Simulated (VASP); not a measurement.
# PbS (Fm-3m) in VASP: notebook, part 2 of 2

VASP 6.6.1. Earlier steps stand in the parts before.

## (4) Single point, PBEsol

This run uses another cell than the first one, of 26.07 Å³/atom.

INCAR reads:

```
SYSTEM = PbS
PREC     = Accurate       ! precision mode
ENCUT    = 500            ! plane-wave cutoff, eV
EDIFF    = 1E-6           ! SCF threshold, eV
ISMEAR   = -1             ! smearing method
SIGMA    = 0.01           ! smearing width, eV
LREAL    = .False.        ! projectors in reciprocal space
LASPH    = .True.         ! aspherical terms in the spheres
NELM     = 120            ! most SCF steps
ALGO     = Normal         ! electronic algorithm
ISIF     = 2              ! what is computed and relaxed
LWAVE    = .False.        ! write WAVECAR
LCHARG   = .True.         ! write CHGCAR
GGA      = PS             ! functional
LELF     = .True.         ! ELF
LVHAR    = .True.       
NBANDS   = 17             ! bands
GGA_COMPAT= .False.
```

KPOINTS reads:

```
Automatic mesh
0
Gamma
  8 8 8
  0 0 0
```

POSCAR reads:

```
PbS
1.0
    0.0000000000      2.9650000000      2.9650000000
    2.9650000000      0.0000000000      2.9650000000
    2.9650000000      2.9650000000      0.0000000000
Pb S
1 1
Direct
    0.0000000000      0.0000000000      0.0000000000
    0.5000000000      0.5000000000      0.5000000000
```

Potentials or basis: VASP PAW PBE potentials, release 64 (Pb_d, S).

Started as:

```console
cat potpaw_PBE.64/Pb_d/POTCAR potpaw_PBE.64/S/POTCAR > POTCAR
mpirun -np 1 vasp_std > vasp.out
```

OUTCAR:

```text
SYSTEM = PbS
   PREC = Accurate
   ENCUT = 500
   EDIFF = 1E-6
   ISMEAR = -1
   LREAL = .False.
   LASPH = .True.
   NELM = 120
   ISIF = 2
   GGA = PS

 ion  position               nearest neighbor table
   1  0.000  0.000  0.000-   2 2.96   2 2.96   2 2.96   2 2.96   2 2.96   2 2.96
   2  0.500  0.500  0.500-   1 2.96   1 2.96   1 2.96   1 2.96   1 2.96   1 2.96

  LATTYP: Found a face centered cubic cell.
 ALAT       =     5.9300000000

  Lattice vectors:

 A1 = (   0.0000000000,   2.9650000000,   2.9650000000)
 A2 = (   2.9650000000,   0.0000000000,   2.9650000000)
 A3 = (   2.9650000000,   2.9650000000,   0.0000000000)

Analysis of symmetry for initial positions (statically):
=====================================================================
 Subroutine PRICEL returns:
 Original cell was already a primitive cell.

 Routine SETGRP: Setting up the symmetry group for a
 face centered cubic supercell.

 Subroutine GETGRP returns: Found 48 space group operations
 (whereof 48 operations were pure point group operations)
 out of a pool of 48 trial point group operations.

The static configuration has the point symmetry O_h .

Analysis of symmetry for dynamics (positions and initial velocities):
=====================================================================
 Subroutine PRICEL returns:
 Original cell was already a primitive cell.

 Routine SETGRP: Setting up the symmetry group for a
 face centered cubic supercell.

 Subroutine GETGRP returns: Found 48 space group operations
 (whereof 48 operations were pure point group operations)
 out of a pool of 48 trial point group operations.

The dynamic configuration has the point symmetry O_h .

 Subroutine INISYM returns: Found 48 space group operations
 (whereof 48 operations are pure point group operations),
 and found     1 'primitive' translations

----------------------------------------------------------------------------------------

                                     Primitive cell

  volume of cell :      52.1320

  direct lattice vectors                    reciprocal lattice vectors
     0.000000000  2.965000000  2.965000000    -0.168634064  0.168634064  0.168634064
     2.965000000  0.000000000  2.965000000     0.168634064 -0.168634064  0.168634064
     2.965000000  2.965000000  0.000000000     0.168634064  0.168634064 -0.168634064

  length of vectors
     4.193143212  4.193143212  4.193143212     0.292082767  0.292082767  0.292082767

  position of ions in fractional coordinates (direct lattice)
     0.000000000  0.000000000  0.000000000
     0.500000000  0.500000000  0.500000000

  ion indices of the primitive-cell ions
   primitive index   ion index
                 1           1
                 2           2

----------------------------------------------------------------------------------------

 KPOINTS: Automatic mesh

Automatic generation of k-mesh.
 Grid dimensions read from file:
 generate k-points for:    8    8    8

 Generating k-lattice:

  Cartesian coordinates                     Fractional coordinates (reciprocal lattice)
    -0.021079258  0.021079258  0.021079258     0.125000000  0.000000000  0.000000000
     0.021079258 -0.021079258  0.021079258     0.000000000  0.125000000  0.000000000
     0.021079258  0.021079258 -0.021079258     0.000000000  0.000000000  0.125000000

  Length of vectors
     0.036510346  0.036510346  0.036510346

  Shift w.r.t. Gamma in fractional coordinates (k-lattice)
     0.000000000  0.000000000  0.000000000

 Subroutine IBZKPT returns following result:
 ===========================================

 Found     29 irreducible k-points:

 Following reciprocal coordinates:
            Coordinates               Weight
  0.000000  0.000000  0.000000      1.000000
  0.125000  0.000000  0.000000      8.000000
  0.250000  0.000000  0.000000      8.000000
  0.375000  0.000000  0.000000      8.000000
  0.500000  0.000000  0.000000      4.000000
  0.125000  0.125000  0.000000      6.000000
[... 16 lines left out ...]
  0.500000  0.250000  0.125000     48.000000
 -0.375000  0.250000  0.125000     24.000000
 [... further k-points ...]
   k-points           NKPTS =     29   k-points in BZ     NKDIM =     29   number of bands    NBANDS=     17
   number of dos      NEDOS =    301   number of ions     NIONS =      2
   total plane-waves  NPLWV =  32768
   dimension x,y,z NGX =    32 NGY =   32 NGZ =   32
   dimension x,y,z NGXF=    64 NGYF=   64 NGZF=   64
   ions per type =               1   1
   NGX,Y,Z   is equivalent  to a cutoff of  12.69, 12.69, 12.69 a.u.
   NGXF,Y,Z  is equivalent  to a cutoff of  25.37, 25.37, 25.37 a.u.
 SYSTEM =  PbS
   PREC   = accura    normal or accurate (medium, high low for compatibility)
   ISTART =      0    job   : 0-new  1-cont  2-samecut
   ICHARG =      2    charge: 1-file 2-atom 10-const
   ISPIN  =      1    spin polarized calculation?
   LNONCOLLINEAR =      F non collinear calculations
   LSORBIT =      F    spin-orbit coupling
   LASPH  =      T    aspherical Exc in radial PAW
   ENCUT  =  500.0 eV  36.75 Ry    6.06 a.u.   7.65  7.65  7.65*2*pi/ulx,y,z
   NELM   =    120;   NELMIN=  2; NELMDL= -5     # of ELM steps
   EDIFF  = 0.1E-05   stopping-criterion for ELM
   LREAL  =      F    real-space projection
   EDIFFG = 0.1E-04   stopping-criterion for IOM
   NSW    =      0    number of steps for IOM
   IBRION =     -1    ionic relax: 0-MD 1-quasi-New 2-CG
   NFREE  =      0    steps in history (QN), initial steepest desc. (CG)
   ISIF   =      2    stress and relaxation
   ISYM   =      2    0-nonsym 1-usesym 2-fastsym
   POTIM  = 0.5000    time-step for ionic-motion
   TEBEG  =    0.0;   TEEND  =   0.0 temperature during run
   PSTRESS=    0.0 pullay stress
   NELECT =      20.0000    total number of electrons
   NUPDOWN=      -1.0000    fix difference up-down
   EMIN   =  10.00;   EMAX   =-10.00  energy-range for DOS
   EFERMI =   0.00;   METHOD = LEGACY
   ISMEAR =    -1;   SIGMA  =   0.01  broadening in eV -4-tet -1-fermi 0-gaus
   EFERMI_NEDOS =   21; number of points for ismear=-14 and -15
   IALGO  =     38    algorithm
   IMIX   =      4    mixing-type and parameters
     AMIX     =   0.40;   BMIX     =  1.00
     AMIX_MAG =   1.60;   BMIX_MAG =  1.00
  volume/ion in A,a.u.               =      26.07       175.90
  Fermi-wavevector in a.u.,A,eV,Ry     =   1.189552  2.247928 19.252709  1.415034
  Thomas-Fermi vector in A             =   2.325657
   LORBIT       =      0    0 simple, 1 ext, 2 COOP (PROOUT), +10 PAW based schemes
   GGA     = PS    functional components
   LHFCALC =     F    Hartree Fock is set to
   AEXX    =    0.0000 exact exchange contribution
   IVDW    =     0    specifies the selected vdW correction
   LEPSILON=     F    determine dielectric tensor
   LRPA    =     F    only Hartree local field effects (RPA)
 non-spin polarized calculation
  energy-cutoff  :      500.00
  volume of cell :       52.13
 maximum number of plane-waves:      1363
   NGX = 15   NGY = 15   NGZ = 15

 number of electron      19.9999998 magnetization

 Free energy of the ion-electron system (eV)
  ---------------------------------------------------
  ext. energy  EPLUGINS =         0.00000000
  ---------------------------------------------------
  free energy    TOTEN  =        -9.45567818 eV

  energy without entropy =       -9.45567816  energy(sigma->0) =       -9.45567817

 E-fermi :   5.8246     XC(G=0):  -9.8908

 val. band max:        5.6987968863   @ k =   0.5000   0.0000   0.0000
 cond. band min:       5.9504587793   @ k =   0.5000   0.0000   0.0000
 fundamental gap:      0.2516618930
 Fermi energy:         5.8246201226

 k-point     1 :       0.0000    0.0000    0.0000
  band No.  band energies     occupation
      1     -11.0458      2.00000
      2     -11.0458      2.00000
      3     -11.0458      2.00000
      4     -11.0325      2.00000
      5     -11.0325      2.00000
      6      -7.9122      2.00000
[... 9 lines left out ...]
     16      12.3403      0.00000
     17      14.1402      0.00000
[... 441 lines left out ...]
 k-point    24 :      -0.3750    0.2500    0.1250
  band No.  band energies     occupation
      1     -11.1041      2.00000
      2     -11.0494      2.00000
      3     -11.0301      2.00000
      4     -11.0161      2.00000
      5     -10.9945      2.00000
      6      -6.4094      2.00000
[... 9 lines left out ...]
     16      16.5731      0.00000
     17      16.7696      0.00000

 [... further k-points ...]

------------------------ aborting loop because EDIFF is reached ----------------------------------------

  FORCE on cell =-STRESS in cart. coord.  units (eV):
  Direction    XX          YY          ZZ          XY          YZ          ZX
  --------------------------------------------------------------------------------------
  -------------------------------------------------------------------------------------
  Total       -0.2794321     -0.2794321     -0.2794321      0.0000000      0.0000000     -0.0000000
  in kB       -8.5878163     -8.5878163     -8.5878163      0.0000000      0.0000000     -0.0000000
  external PRESSURE =      -8.5878163 kB  Pullay stress =       0.0000000 kB

 VOLUME and BASIS-vectors are now :
 -----------------------------------------------------------------------------
  energy-cutoff  :      500.00
  volume of cell :       52.13
      direct lattice vectors                 reciprocal lattice vectors
     0.000000000  2.965000000  2.965000000    -0.168634064  0.168634064  0.168634064
     2.965000000  0.000000000  2.965000000     0.168634064 -0.168634064  0.168634064
     2.965000000  2.965000000  0.000000000     0.168634064  0.168634064 -0.168634064

 POSITION                                       TOTAL-FORCE (eV/Angst)
 -----------------------------------------------------------------------------------
      0.00000      0.00000      0.00000        -0.000000      0.000000     -0.000000
      2.96500      2.96500      2.96500         0.000000     -0.000000      0.000000
 -----------------------------------------------------------------------------------
    total drift:                                0.000000     -0.000000     -0.000000

  FREE ENERGIE OF THE ION-ELECTRON SYSTEM (eV)
  ---------------------------------------------------
  free  energy   TOTEN  =        -9.4556781753 eV

  energy  without entropy=       -9.4556781608  energy(sigma->0) =       -9.45567817
```

Wall time 12 s (1 thread of AMD EPYC 9R45 (Zen 5), shared host); peak memory 0.15 GiB.

What came out:

```
Free energy            : -9.4557 eV
Pressure               : -0.9 GPa
Band gap on the k mesh : 0.25 eV
```

Levels at points of the mesh, in eV from the valence-band top:
| k point | band 7 | band 8 | band 9 | band 10 | band 11 | band 12 | band 13 | band 14 |
| --- | --- | --- | --- | --- | --- | --- | --- | --- |
| (0.00, 0.00, 0.00) | -6.06 | -2.17 | -2.17 | -2.17 | 5.16 | 5.16 | 5.16 | 6.64 |
| (0.50, 0.00, 0.00) | -8.90 | -1.78 | -1.78 | 0.00 | 0.25 | 1.89 | 1.89 | 8.49 |
| (0.50, 0.50, 0.00) | -7.24 | -5.26 | -3.47 | -3.47 | 3.72 | 5.53 | 5.64 | 5.64 |

Caveat: the PAW data sets were made with another functional, which shifts forces and pressure a little; spin-orbit coupling is left out, which moves the levels of the heavy elements.

## (5) The runs side by side

| level | potentials or basis | cell | gap on the mesh (eV) | pressure (GPa) |
| --- | --- | --- | --- | --- |
| LDA | VASP PAW LDA potentials, release 64 (Pb_d, S) | a = 4.136 Å, angles 60.0°, 2 atoms | 0.05 | -0.1 |
| LDA | VASP PAW LDA potentials, release 64 (Pb_d, S) | a = 4.193 Å, angles 60.0°, 2 atoms | 0.20 | -2.5 |
| PBEsol | VASP PAW PBE potentials, release 64 (Pb_d, S) | a = 4.193 Å, angles 60.0°, 2 atoms | 0.25 | -0.9 |

Alike in all rows: task single point; no spin polarisation; k mesh 8 × 8 × 8; cutoff (eV) 500; smearing fermi-dirac 0.01 eV.

Caveats: spin-orbit coupling is left out, which moves the levels of the heavy elements; the PAW data sets were made with another functional, which shifts forces and pressure a little (at least some runs).

Total energies depend on the potentials used, so only differences within one code and one set of settings carry meaning.
